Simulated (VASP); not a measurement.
Runs of VASP 6.6.1 on Os. The structure is that of space group Pm-3m (No. 221), or close to it. The cells are those of the table. This isn't the form of Os at room conditions, which is hcp.

| task | spin | cell | k mesh | cutoff (eV) | gap on the mesh (eV) | pressure (GPa) |
| --- | --- | --- | --- | --- | --- | --- |
| single point | off | a = 2.539 Å, 1 atom | 13 × 13 × 13 | 520 | none | 0.5 |
| single point | off | a = 2.470 Å, 1 atom | 14 × 14 × 14 | 520 | none | (b) |
| single point | off | a = 2.539 Å, 1 atom | 20 × 20 × 20 | 520 | none | 0.6 |
| single point | off | a = 2.505 Å, 1 atom | 14 × 14 × 14 | 520 | none | 14.5 |
| single point | off | a = 2.539 Å, 1 atom | 14 × 14 × 14 | 520 | none | 1.1 |
| single point | off | a = 2.637 Å, 1 atom | 14 × 14 × 14 | 520 | none | -25.0 |
| single point | off | a = 2.434 Å, 1 atom | 14 × 14 × 14 | 520 | none | 52.4 |
| single point | off | a = 2.605 Å, 1 atom | 14 × 14 × 14 | 520 | none | -18.2 |
| single point | non-collinear, zero start, SOC | a = 2.539 Å, 1 atom | 12 × 12 × 12 | 520 | - | 1.7 |
| single point | off | a = 2.573 Å, 1 atom | 14 × 14 × 14 | 520 | none | (a) |
| relaxation of cell and atoms | off | relaxed from a = 2.472 Å, 1 atom | 13 × 13 × 13 | 600 | none | 0.1 |

Alike in all rows: level r2SCAN; potentials or basis VASP PAW PBE potentials, release 64 (Os); smearing fermi-dirac 0.1 eV.

Task: Fill in the values left out.

Result: (a) -9.7; (b) 31.4.

Caveats: the PAW data sets were made with another functional, which shifts forces and pressure a little; spin-orbit coupling is left out, which moves the levels of the heavy elements (at least some runs); the cell stands under pressure (at least some runs); the cell stands under tension (at least some runs).

A k mesh can miss the band edges, and rows without SOC leave out spin-orbit coupling on Os.

A gap of «none» marks levels without a gap at the run's occupations.
